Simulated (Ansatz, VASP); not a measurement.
One calculation of ZrB2, two programs

```
Zr B
1.0
     3.16500    0.03165    0.03165
    -1.55509    2.72515    0.01158
     0.03520    0.03520    3.52000
Zr B
1 2
Direct
  0.00000 0.00000 0.00000
  0.33333 0.66667 0.50000
  0.66667 0.33333 0.50000
```

Change from the starting cell: equal xy, yz and zx shear strains of +2 %, PAW files.

Alike in both runs: task electric field gradients; functional LDA; k mesh 13 × 13 × 10; occupations fermi-dirac, width 0.03 eV; no spin polarisation.

|  | VASP | Ansatz |
| --- | --- | --- |
| version | VASP 6.6.1 | Ansatz 0.2.0 |
| potentials or method | VASP PAW LDA potentials, release 64 (Zr_sv, B) | PAW with Ansatz's default frozen-core files, scalar-relativistic |
| plane-wave cutoff (eV) | 520 | 420 |
| valence electrons in the cell | 18 | 18 |

Ansatz gave:

* pressure (GPa): -6.9
* traceless stress, the component that is largest in VASP (GPa): -4.99
* rms of the force components (eV/Å): 0.018
* size of Vzz on the site where it differs most (V/Å²): 59.2

Question: Estimate VASP's values.

Answer: Pressure (GPa): -6.5; traceless stress, the component that is largest in VASP (GPa): -5.00; rms of the force components (eV/Å): 0.019; size of Vzz on the site where it differs most (V/Å²): 57.4.

LDA's correlation is that of Perdew and Zunger in VASP and of Perdew and Wang (1992) in Ansatz. Atom by atom the forces differ by 0.000 eV/Å (rms over components).
